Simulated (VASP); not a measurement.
# TiB4 in VASP: a series of runs

TiB4 is run at these levels: PBE; tasks: single point.

Program: VASP 6.6.1. These are calculated values, not measurements. Logs are shortened: lines on timing, memory, paths and dates and some standing lists are left out, and cuts for length are marked.

## Step 1: The cell of the first run

It takes space group Cmmm (No. 65, orthorhombic). Conventional cell: a = 3.112 Å, b = 8.739 Å, c = 3.064 Å, α = 90.00°, β = 90.00°, γ = 90.00°. Ti (site symmetry mmm) has 14 B at 2.34 to 2.61 Å and 2 Ti at 3.06 Å within 3.1 Å. B (site symmetry m2m) has 3 B at 1.68 to 1.79 Å within 2.2 Å. Within 2.4 Å of B (site symmetry m2m) lie 4 B at 1.77 to 1.79 Å and 2 Ti at 2.35 Å.

## Step 2: Single point, PBE

Input file INCAR:

```
PREC = Accurate
ENCUT = 520
EDIFF = 1E-6
ISMEAR = 0
SIGMA = 0.1
LREAL = F
LASPH = T
NELM = 60
ALGO = Normal
ISIF = 2
LWAVE = F
LCHARG = F
GGA = PE
NBANDS = 20
```

Input file KPOINTS:

```
Automatic mesh
0
Gamma
  6 6 6
```

Input file POSCAR:

```
TiB4
1.0
    1.5558650676     -4.3695206651      0.0000000000
    1.5558650676      4.3695206651      0.0000000000
    0.0000000000      0.0000000000      3.0641072848
Ti B
1 4
Direct
    0.0000000000      0.0000000000      0.0000000000
    0.5959197490      0.4040802510      0.5000000000
    0.2988170923      0.7011829077      0.0000000000
    0.7011829077      0.2988170923      0.0000000000
    0.4040802510      0.5959197490      0.5000000000
```

Potentials or basis: VASP PAW PBE potentials, release 64 (Ti_sv, B).

Launch:

```sh
$ cat potpaw_PBE.64/Ti_sv/POTCAR potpaw_PBE.64/B/POTCAR > POTCAR
$ mpirun -np 1 vasp_std > vasp.out
```

OUTCAR:

```text
PREC = Accurate
   ENCUT = 520
   EDIFF = 1E-6
   ISMEAR = 0
   LREAL = F
   LASPH = T
   NELM = 60
   ISIF = 2
   GGA = PE

 ion  position               nearest neighbor table
   1  0.000  0.000  0.000-   2 2.34   2 2.34   5 2.34   5 2.34   2 2.34   2 2.34   5 2.34   5 2.34
                             3 2.35   3 2.35   4 2.35   4 2.35
   2  0.596  0.404  0.500-   5 1.68   4 1.79   4 1.79   1 2.34   1 2.34   1 2.34   1 2.34
   3  0.299  0.701  0.000-   4 1.77   4 1.77   5 1.79   5 1.79   1 2.35   1 2.35
   4  0.701  0.299  0.000-   3 1.77   3 1.77   2 1.79   2 1.79   1 2.35   1 2.35
   5  0.404  0.596  0.500-   2 1.68   3 1.79   3 1.79   1 2.34   1 2.34   1 2.34   1 2.34

  LATTYP: Found a base centered orthorhombic cell.
 ALAT       =     3.1117301352
 B/A-ratio  =     2.8084187736
 C/A-ratio  =     0.9846957004

  Lattice vectors:

 A1 = (   1.5558650676,  -4.3695206651,   0.0000000000)
 A2 = (   1.5558650676,   4.3695206651,   0.0000000000)
 A3 = (   0.0000000000,   0.0000000000,   3.0641072848)

Analysis of symmetry for initial positions (statically):
=====================================================================
 Subroutine PRICEL returns:
 Original cell was already a primitive cell.

 Routine SETGRP: Setting up the symmetry group for a
 base centered orthorhombic supercell.

 Subroutine GETGRP returns: Found  8 space group operations
 (whereof  8 operations were pure point group operations)
 out of a pool of  8 trial point group operations.

The static configuration has the point symmetry D_2h.

Analysis of symmetry for dynamics (positions and initial velocities):
=====================================================================
 Subroutine PRICEL returns:
 Original cell was already a primitive cell.

 Routine SETGRP: Setting up the symmetry group for a
 base centered orthorhombic supercell.

 Subroutine GETGRP returns: Found  8 space group operations
 (whereof  8 operations were pure point group operations)
 out of a pool of  8 trial point group operations.

The dynamic configuration has the point symmetry D_2h.

 Subroutine INISYM returns: Found  8 space group operations
 (whereof  8 operations are pure point group operations),
 and found     1 'primitive' translations

----------------------------------------------------------------------------------------

                                     Primitive cell

  volume of cell :      41.6620

  direct lattice vectors                    reciprocal lattice vectors
     1.555865068 -4.369520665  0.000000000     0.321364629 -0.114429027  0.000000000
     1.555865068  4.369520665  0.000000000     0.321364629  0.114429027  0.000000000
     0.000000000  0.000000000  3.064107285     0.000000000  0.000000000  0.326359330

  length of vectors
     4.638256887  4.638256887  3.064107285     0.341129341  0.341129341  0.326359330

  position of ions in fractional coordinates (direct lattice)
     0.000000000  0.000000000  0.000000000
     0.595919749  0.404080251  0.500000000
     0.298817092  0.701182908  0.000000000
     0.701182908  0.298817092  0.000000000
     0.404080251  0.595919749  0.500000000

  ion indices of the primitive-cell ions
   primitive index   ion index
                 1           1
                 2           2
                 3           3
                 4           4
                 5           5

----------------------------------------------------------------------------------------

 KPOINTS: Automatic mesh

Automatic generation of k-mesh.
 Grid dimensions read from file:
 generate k-points for:    6    6    6

 Generating k-lattice:

  Cartesian coordinates                     Fractional coordinates (reciprocal lattice)
     0.053560771 -0.019071505  0.000000000     0.166666667  0.000000000  0.000000000
     0.053560771  0.019071505  0.000000000     0.000000000  0.166666667  0.000000000
     0.000000000  0.000000000  0.054393222     0.000000000  0.000000000  0.166666667

  Length of vectors
     0.056854890  0.056854890  0.054393222

  Shift w.r.t. Gamma in fractional coordinates (k-lattice)
     0.000000000  0.000000000  0.000000000

 Subroutine IBZKPT returns following result:
 ===========================================

 Found     52 irreducible k-points:

 Following reciprocal coordinates:
            Coordinates               Weight
  0.000000  0.000000  0.000000      1.000000
  0.166667  0.000000  0.000000      4.000000
  0.333333  0.000000  0.000000      4.000000
  0.500000 -0.000000  0.000000      2.000000
  0.166667  0.166667  0.000000      2.000000
  0.333333  0.166667  0.000000      4.000000
[... 16 lines left out ...]
  0.333333  0.333333  0.166667      4.000000
  0.500000  0.333333  0.166667      8.000000
 [... further k-points ...]
   k-points           NKPTS =     52   k-points in BZ     NKDIM =     52   number of bands    NBANDS=     20
   number of dos      NEDOS =    301   number of ions     NIONS =      5
   total plane-waves  NPLWV =  31104
   dimension x,y,z NGX =    36 NGY =   36 NGZ =   24
   dimension x,y,z NGXF=    72 NGYF=   72 NGZF=   48
   ions per type =               1   4
   NGX,Y,Z   is equivalent  to a cutoff of  12.90, 12.90, 13.02 a.u.
   NGXF,Y,Z  is equivalent  to a cutoff of  25.81, 25.81, 26.04 a.u.
 SYSTEM =  unknown system
   PREC   = accura    normal or accurate (medium, high low for compatibility)
   ISTART =      0    job   : 0-new  1-cont  2-samecut
   ICHARG =      2    charge: 1-file 2-atom 10-const
   ISPIN  =      1    spin polarized calculation?
   LNONCOLLINEAR =      F non collinear calculations
   LSORBIT =      F    spin-orbit coupling
   LASPH  =      T    aspherical Exc in radial PAW
   ENCUT  =  520.0 eV  38.22 Ry    6.18 a.u.   8.62  8.62  5.70*2*pi/ulx,y,z
   NELM   =     60;   NELMIN=  2; NELMDL= -5     # of ELM steps
   EDIFF  = 0.1E-05   stopping-criterion for ELM
   LREAL  =      F    real-space projection
[... 7 lines left out ...]
   TEBEG  =    0.0;   TEEND  =   0.0 temperature during run
   PSTRESS=    0.0 pullay stress
   NELECT =      24.0000    total number of electrons
   NUPDOWN=      -1.0000    fix difference up-down
   EMIN   =  10.00;   EMAX   =-10.00  energy-range for DOS
   EFERMI =   0.00;   METHOD = LEGACY
   ISMEAR =     0;   SIGMA  =   0.10  broadening in eV -4-tet -1-fermi 0-gaus
   EFERMI_NEDOS =   21; number of points for ismear=-14 and -15
   IALGO  =     38    algorithm
   IMIX   =      4    mixing-type and parameters
     AMIX     =   0.40;   BMIX     =  1.00
     AMIX_MAG =   1.60;   BMIX_MAG =  1.00
  volume/ion in A,a.u.               =       8.33        56.23
  Fermi-wavevector in a.u.,A,eV,Ry     =   1.362172  2.574132 25.245789  1.855513
  Thomas-Fermi vector in A             =   2.488685
   LORBIT       =      0    0 simple, 1 ext, 2 COOP (PROOUT), +10 PAW based schemes
   GGA     = PE    functional components
   LHFCALC =     F    Hartree Fock is set to
   AEXX    =    0.0000 exact exchange contribution
   IVDW    =     0    specifies the selected vdW correction
   LEPSILON=     F    determine dielectric tensor
   LRPA    =     F    only Hartree local field effects (RPA)
 non-spin polarized calculation
 Gauss-broadening in eV      SIGMA  =   0.10
  energy-cutoff  :      520.00
  volume of cell :       41.66
 maximum number of plane-waves:      1136
 NGX is ok and might be reduce to    36

 number of electron      24.0000004 magnetization

 Free energy of the ion-electron system (eV)
  ---------------------------------------------------
  ext. energy  EPLUGINS =         0.00000000
  ---------------------------------------------------
  free energy    TOTEN  =       -36.36282088 eV

  energy without entropy =      -36.35605740  energy(sigma->0) =      -36.35943914

 E-fermi :   7.5687     XC(G=0): -12.2051

 val. band max:        7.5381187209   @ k =   0.3333   0.0000   0.0000
 cond. band min:       7.5965458151   @ k =   0.5000   0.1667   0.3333
 fundamental gap:      0.0584270942
 Fermi energy:         7.5687000828

 k-point     1 :       0.0000    0.0000    0.0000
  band No.  band energies     occupation
      1     -49.0111      2.00000
      2     -25.3786      2.00000
      3     -25.2717      2.00000
      4     -25.0818      2.00000
      5      -5.5797      2.00000
      6      -0.3973      2.00000
[... 12 lines left out ...]
     19      14.1942      0.00000
     20      15.0980      0.00000

 k-point     2 :       0.1667    0.0000    0.0000
  band No.  band energies     occupation
      1     -49.0056      2.00000
      2     -25.3711      2.00000
      3     -25.3363      2.00000
      4     -25.0747      2.00000
      5      -5.1580      2.00000
      6      -0.5733      2.00000
[... 12 lines left out ...]
     19      14.7359      0.00000
     20      15.1241      0.00000

 k-point     3 :       0.3333    0.0000    0.0000
  band No.  band energies     occupation
      1     -48.9947      2.00000
      2     -25.4636      2.00000
      3     -25.3561      2.00000
      4     -25.0604      2.00000
      5      -3.9950      2.00000
      6      -1.0459      2.00000
[... 12 lines left out ...]
     19      14.4854      0.00000
     20      16.7067      0.00000

 k-point     4 :       0.5000   -0.0000    0.0000
  band No.  band energies     occupation
      1     -48.9892      2.00000
      2     -25.5263      2.00000
      3     -25.3485      2.00000
      4     -25.0532      2.00000
      5      -2.6692      2.00000
      6      -2.0417      2.00000
[... 12 lines left out ...]
     19      14.2665      0.00000
     20      17.0058      0.00000

 k-point     5 :       0.1667    0.1667    0.0000
  band No.  band energies     occupation
      1     -48.9947      2.00000
      2     -25.4635      2.00000
      3     -25.3552      2.00000
      4     -25.0604      2.00000
      5      -4.1518      2.00000
      6      -0.4223      2.00000
[... 12 lines left out ...]
     19      14.2851      0.00000
     20      16.8897      0.00000

 k-point     6 :       0.3333    0.1667    0.0000
  band No.  band energies     occupation
      1     -48.9892      2.00000
      2     -25.5263      2.00000
      3     -25.3485      2.00000
      4     -25.0532      2.00000
      5      -2.7338      2.00000
      6      -1.8837      2.00000
[... 12 lines left out ...]
     19      14.2687      0.00000
     20      17.1500      0.00000

 k-point     7 :       0.5000    0.1667    0.0000
  band No.  band energies     occupation
      1     -48.9947      2.00000
      2     -25.4638      2.00000
      3     -25.3578      2.00000
      4     -25.0603      2.00000
      5      -3.5508      2.00000
      6      -1.9089      2.00000
[... 12 lines left out ...]
     19      14.7603      0.00000
     20      16.1050      0.00000
[... 277 lines left out ...]
 k-point    20 :       0.5000    0.1667    0.1667
  band No.  band energies     occupation
      1     -48.9888      2.00000
      2     -25.4536      2.00000
      3     -25.3507      2.00000
      4     -25.1233      2.00000
      5      -3.2475      2.00000
      6      -1.6743      2.00000
[... 12 lines left out ...]
     19      16.3222      0.00000
     20      16.7686      0.00000

 k-point    21 :      -0.3333    0.1667    0.1667
  band No.  band energies     occupation
      1     -48.9997      2.00000
      2     -25.3666      2.00000
      3     -25.3281      2.00000
      4     -25.1392      2.00000
      5      -4.4519      2.00000
      6      -1.5791      2.00000
[... 12 lines left out ...]
     19      15.2652      0.00000
     20      15.9641      0.00000

 k-point    22 :      -0.1667    0.1667    0.1667
  band No.  band energies     occupation
      1     -49.0051      2.00000
      2     -25.3733      2.00000
      3     -25.2641      2.00000
      4     -25.1472      2.00000
      5      -5.0261      2.00000
      6      -1.1328      2.00000
[... 12 lines left out ...]
     19      15.0204      0.00000
     20      15.6740      0.00000

 k-point    23 :       0.3333    0.3333    0.1667
  band No.  band energies     occupation
      1     -48.9888      2.00000
      2     -25.4536      2.00000
      3     -25.3515      2.00000
      4     -25.1232      2.00000
      5      -2.7560      2.00000
      6      -2.3017      2.00000
[... 12 lines left out ...]
     19      16.5307      0.00000
     20      16.5573      0.00000

 k-point    24 :       0.5000    0.3333    0.1667
  band No.  band energies     occupation
      1     -48.9996      2.00000
      2     -25.3691      2.00000
      3     -25.3284      2.00000
      4     -25.1389      2.00000
      5      -3.8037      2.00000
      6      -2.7115      2.00000
[... 12 lines left out ...]
     19      15.3953      0.00000
     20      15.6760      0.00000

 [... further k-points ...]
[... 5 lines left out ...]
  --------------------------------------------------------------------------------------
  -------------------------------------------------------------------------------------
  Total        0.2654824     -0.1794465     -0.1322999     -0.0000000      0.0000000      0.0000000
  in kB       10.2095511     -6.9009029     -5.0878046     -0.0000000      0.0000000      0.0000000
  external PRESSURE =      -0.5930521 kB  Pullay stress =       0.0000000 kB

 VOLUME and BASIS-vectors are now :
 -----------------------------------------------------------------------------
  energy-cutoff  :      520.00
  volume of cell :       41.66
      direct lattice vectors                 reciprocal lattice vectors
     1.555865068 -4.369520665  0.000000000     0.321364629 -0.114429027  0.000000000
     1.555865068  4.369520665  0.000000000     0.321364629  0.114429027  0.000000000
     0.000000000  0.000000000  3.064107285     0.000000000  0.000000000  0.326359330

 POSITION                                       TOTAL-FORCE (eV/Angst)
 -----------------------------------------------------------------------------------
      0.00000      0.00000      0.00000         0.000000      0.000000      0.000000
      1.55587     -0.83825      1.53205         0.000000      0.060003      0.000000
      1.55587      1.75815      0.00000         0.000000      0.047907      0.000000
      1.55587     -1.75815      0.00000         0.000000     -0.047907      0.000000
      1.55587      0.83825      1.53205         0.000000     -0.060003     -0.000000
 -----------------------------------------------------------------------------------
    total drift:                                0.000000      0.000000     -0.000000

  FREE ENERGIE OF THE ION-ELECTRON SYSTEM (eV)
  ---------------------------------------------------
  free  energy   TOTEN  =       -36.3628208754 eV

  energy  without entropy=      -36.3560573968  energy(sigma->0) =      -36.35943914
```

Wall time 46 s (1 thread of Intel Xeon Platinum 8375C at 2.90GHz (Ice Lake), shared host); peak memory 0.2 GiB.

Results:

```
Free energy            : -36.3628 eV
Pressure               : -0.1 GPa
Largest force          : 0.060 eV/Å
Band gap on the k mesh : zero (band 12 reaches 8.52 eV, above the bottom of band 13 at 6.17 eV)
```

Forces on the atoms (eV/Å):
```
Ti   0.000  0.000  0.000
B    0.000  0.060  0.000
B    0.000  0.048  0.000
B    0.000 -0.048  0.000
B    0.000 -0.060  0.000
```

Levels at points of the mesh, in eV from the Fermi level:
```tsv
k point	band 10	band 11	band 12	band 13	band 14	band 15
(0.00, 0.00, 0.00)	-1.62	-0.27	0.89	2.06	2.49	3.31
(0.50, 0.00, 0.00)	-2.77	-1.02	0.15	1.78	2.45	2.89
(0.50, 0.50, 0.00)	-1.04	-0.81	-0.28	-0.03	2.05	2.18
(0.00, 0.00, 0.50)	-4.18	-2.13	-1.85	2.31	3.06	3.61
(0.50, 0.00, 0.50)	-3.74	-3.68	-2.05	-0.98	3.03	3.32
(0.50, 0.50, 0.50)	-0.97	-0.40	-0.22	0.71	0.87	1.57
```

## Step 3: Single point, PBE

This run uses another cell than the first one: it holds 10 atoms, not 5.

Input file INCAR:

```
PREC     = Accurate       # precision mode
ENCUT    = 520            # plane-wave cutoff, eV
EDIFF    = 1E-6           # SCF threshold, eV
ISMEAR   = 0              # smearing method
SIGMA    = 0.2            # smearing width, eV
LREAL    = F              # projectors in reciprocal space
LASPH    = T              # aspherical terms in the spheres
NELM     = 100            # most SCF steps
ALGO     = Normal         # electronic algorithm
ISIF     = 2              # what is computed and relaxed
LWAVE    = F              # write WAVECAR
LCHARG   = T              # write CHGCAR
GGA      = PE             # functional
LELF     = T              # ELF
LVHAR    = T            
NBANDS   = 35             # bands
```

Input file KPOINTS:

```
Automatic mesh
0
Gamma
  8 6 2
```

Input file POSCAR:

```
TiB4
1.0
    3.0641071145      0.0002711818      0.0009850123
   -0.0004700952      3.1117300838      0.0003139327
   -0.0036834381     -0.0010266431      8.7390404936
Ti B
2 8
Direct
    1.0000403235      0.7500201499      0.0000081144
   -0.0000418609      0.2499713881      0.4999975877
    0.4999455283     -0.2500169751      0.4040865656
    0.5000213915      0.2500088263      0.9040796384
    1.0001423468      0.2500178015      0.2011860151
    0.0000058183      0.7499802465      0.7011855023
   -0.0001377950     -0.2499952829      0.2988156205
   -0.0000081899      0.2499999894      0.7988143946
    0.5000635941      0.2500334499      0.0959103675
    0.4999688433     -0.2500195937      0.5959161937
```

Potentials or basis: VASP PAW PBE potentials, release 64 (Ti_sv, B).

Launch:

```sh
$ cat potpaw_PBE.64/Ti_sv/POTCAR potpaw_PBE.64/B/POTCAR > POTCAR
$ mpirun -np 1 vasp_std > vasp.out
```

Wall time 2.8 min (1 thread of Intel Xeon Platinum 8375C at 2.90GHz (Ice Lake), shared host); peak memory 0.25 GiB.

It converged, with:

```
Free energy            : -72.7304 eV
Pressure               : 0.0 GPa
Largest force          : 0.016 eV/Å
Band gap on the k mesh : zero (band 24 reaches 8.55 eV, above the bottom of band 25 at 6.15 eV)
```

Forces in eV/Å, atoms in the order of the input:
```
Ti   0.000  0.000 -0.001
Ti   0.000  0.001  0.000
B    0.000  0.000 -0.016
B    0.000  0.000 -0.015
B   -0.001  0.000  0.005
B    0.000  0.001  0.005
B    0.001  0.000 -0.005
B    0.000  0.000 -0.005
B    0.000 -0.001  0.016
B    0.000  0.000  0.016
```

Stress tensor (GPa, compression positive):
```
 0.11  0.01  0.00
 0.01  0.01  0.00
 0.00  0.00 -0.04
```

Levels at points of the mesh, in eV from the Fermi level:
```tsv
k point	band 22	band 23	band 24	band 25	band 26	band 27
(0.00, 0.00, 0.00)	-0.28	-0.26	-0.02	0.90	2.04	2.05
(0.50, 0.00, 0.00)	-0.96	-0.38	-0.22	0.72	0.87	1.57
(0.00, 0.50, 0.00)	-1.00	0.08	0.08	2.03	2.03	2.82
(0.50, 0.50, 0.00)	-3.30	-1.55	-1.55	-1.41	-1.41	3.00
(0.00, 0.00, 0.50)	-0.51	0.34	0.34	1.74	1.74	2.05
(0.50, 0.00, 0.50)	-1.94	-1.69	-1.69	2.12	2.12	2.25
(0.00, 0.50, 0.50)	-1.00	0.17	0.17	1.78	1.78	2.45
(0.50, 0.50, 0.50)	-3.66	-2.04	-2.04	-0.97	-0.97	3.02
```
